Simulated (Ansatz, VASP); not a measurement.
## Two plane-wave programs on Sn

File INCAR:

```
PREC = Accurate
ENCUT = 520
EDIFF = 1E-6
ISMEAR = -1
SIGMA = 0.1
LREAL = False
LASPH = True
NELM = 100
ALGO = Normal
ISIF = 2
LWAVE = False
LCHARG = False
GGA = CA
NBANDS = 36
```

Contents of KPOINTS:

```
Automatic mesh
0
Gamma
  12 12 4
```

File POSCAR:

```
Sn
1.0
    3.2985098344      0.0000000000      0.0000000000
   -1.6492549172      2.8565933112      0.0000000000
    0.0000000000      0.0000000000     10.9059425990
Sn
4
Direct
    1.0000000000      0.0000000000      0.0000000000
    1.0000000000      0.0000000000      0.5000000000
    0.3333333333      0.6666666667      0.2500000000
    0.6666666667      0.3333333333      0.7500000000
```

Input for Ansatz:

```yaml
crystal:
  lattice:
    - [3.2985098344, 0.0, 0.0]
    - [-1.6492549172, 2.8565933112, 0.0]
    - [0.0, 0.0, 10.905942599]
  atoms:
    - { symbol: Sn, position: [1.0, 0.0, 0.0] }
    - { symbol: Sn, position: [1.0, 0.0, 0.5] }
    - { symbol: Sn, position: [0.3333333333, 0.6666666667, 0.25] }
    - { symbol: Sn, position: [0.6666666667, 0.3333333333, 0.75] }
hamiltonian:
  xc: lda
  pseudopotentials:
    kind: paw
    azcp:
      Sn: "pseudopotentials/Sn.paw.azcp"
basis:
  ecutwfc: 420
  fft_grid_basis: typed
kpoints:
  mp_grid: { grid: [12, 12, 4], shift: [0, 0, 0] }
magnetization:
  spin_polarized: false
scf:
  occupations: { method: fermi_dirac, width: 0.1 }
  lower_state_search: "off"
output:
  stress: true
```

Alike in both runs: task single point; functional LDA; k mesh 12 × 12 × 4; occupations fermi-dirac, width 0.1 eV; no spin polarisation.

|  | VASP | Ansatz |
| --- | --- | --- |
| version | VASP 6.6.1 | Ansatz 0.2.0 |
| potentials or method | VASP PAW LDA potentials, release 64 (Sn_d), cutoff 520 eV | plane waves (420 eV) with PAW, scalar-relativistic |
| valence electrons in the cell | 56 | 56 |

VASP gave:

```
pressure (GPa)                                                : 0.3
traceless stress, the component that is largest in VASP (GPa) : -0.18
```

Problem. Estimate Ansatz's values.

Solution. Pressure (GPa): 0.2; traceless stress, the component that is largest in VASP (GPa): -0.17.

Ansatz warns that its potentials were made for another functional, while VASP's fit it. LDA's correlation is that of Perdew and Zunger in VASP and of Perdew and Wang (1992) in Ansatz.
